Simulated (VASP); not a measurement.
Wanted: the native input for a VASP 6.6.1 run.

```
Task                   : single point
Functional             : r2SCAN
Potentials or basis    : VASP PAW PBE potentials, release 64 (Ti_sv, O)
Cutoff                 : 520 eV
k mesh                 : 4 × 4 × 6
Occupations            : gaussian, width 0.01 eV
Spin                   : no spin polarisation
Dipole correction      : no
Further INCAR settings : ALGO = Normal; EDIFF = 1e-06; NBANDS = 33
```

Crystal: TiO2.

```
Ti O
1.0
     4.49383    0.00000    0.00000
     0.00000    4.49383    0.00000
     0.00000    0.00000    2.92010
Ti O
2 4
Cartesian
  0.0000 0.0000 0.0000
  2.2469 2.2469 1.4600
  1.3615 1.3615 0.0000
  0.8854 3.6084 1.4600
  3.1323 3.1323 0.0000
  3.6084 0.8854 1.4600
```

One way to write it, as run:

POSCAR

```
TiO2
1.0
    4.4938335676      0.0000000000      0.0000000000
    0.0000000000      4.4938335676      0.0000000000
    0.0000000000      0.0000000000      2.9200965654
Ti O
2 4
Direct
    0.0000000000      0.0000000000      0.0000000000
    0.5000000000      0.5000000000      0.5000000000
    0.3029773902      0.3029773902      0.0000000000
    0.1970226098      0.8029773902      0.5000000000
    0.6970226098      0.6970226098      0.0000000000
    0.8029773902      0.1970226098      0.5000000000
```

INCAR.step1

```
  PREC = Accurate
  ENCUT = 520
  ISMEAR = 0
  SIGMA = 0.01
  LREAL = False
  LASPH = True
  NELM = 80
  NBANDS = 33
  GGA = PE
  ALGO = Normal
  EDIFF = 1E-4
  LWAVE = True
  LCHARG = False
```

INCAR.step2

```
  PREC = Accurate
  ENCUT = 520
  EDIFF = 1E-6
  ISMEAR = 0
  SIGMA = 0.01
  LREAL = False
  LASPH = True
  NELM = 80
  ALGO = Normal
  ISIF = 2
  LWAVE = False
  LCHARG = False
  METAGGA = R2SCAN
  LMIXTAU = True
  NBANDS = 33
  ISTART = 1
```

KPOINTS

```
Automatic mesh
0
Gamma
  4 4 6
```

Potentials or basis: VASP PAW PBE potentials, release 64 (Ti_sv, O).

The run is started by

```bash
$ cat potpaw_PBE.64/Ti_sv/POTCAR potpaw_PBE.64/O/POTCAR > POTCAR
$ cp INCAR.step1 INCAR
$ mpirun -np 1 vasp_std > vasp.out
$ cp INCAR.step2 INCAR
$ mpirun -np 1 vasp_std > vasp.out
```

It gave:

| Item | Value |
| --- | --- |
| Pressure | 16.5 GPa |
| Largest force | 0.025 eV/Å |
| Band gap on the k mesh | 2.31 eV |

Caveat: the cell stands under pressure; the PAW data sets were made with another functional, which shifts forces and pressure a little.

It took 4.4 min on 1 thread of Intel Xeon 8259CL (shared host), peak memory 0.2 GiB.
